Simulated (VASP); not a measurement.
Rh: single point with PBE

Rh:

```xyz
2
Lattice="2.5043 0.0000 0.0000 -1.2522 2.1688 0.0000 0.0000 0.0000 4.0567" Properties=species:S:1:pos:R:3 pbc="T T T"
Rh    0.0000    1.4459    1.0142
Rh    1.2522    0.7229    3.0425
```

This isn't the form of Rh at room conditions, which is fcc.

| Property | Result |
| --- | --- |
| Program | VASP 6.6.1 |
| Task | single point |
| Functional | PBE |
| Potentials or basis | VASP PAW PBE potentials, release 64 (Rh_pv) |
| Cutoff | 520 eV |
| k mesh | 18 × 18 × 10 |
| Occupations | fermi-dirac, width 0.1 eV |
| Spin | no spin polarisation |

```
Pressure               : 118.2 GPa
Band gap on the k mesh : zero (bands 15 and 16 overlap by 3.43 eV)
```

Levels at points of the mesh, in eV from the Fermi level:
```
           k point  band 12  band 13  band 14  band 15  band 16  band 17  band 18  band 19
(0.00, 0.00, 0.00)    -3.56    -3.56    -2.70    -2.70     0.17     0.17     0.56    11.13
(0.50, 0.00, 0.00)    -3.11    -2.90     0.66     0.94     1.10     3.93     6.54    12.24
(0.00, 0.00, 0.50)    -4.45    -4.33    -4.33    -0.60    -0.60    -0.60    -0.60    15.08
(0.50, 0.00, 0.50)    -2.40    -0.49    -0.49     0.92     0.92     3.21     3.21    11.82
```

Run time: 37 s on 1 thread of Intel(R) Xeon(R) 6975P-C (Granite Rapids), with other jobs on the host, peak memory 0.19 GiB.

Caveat: the cell stands under pressure.
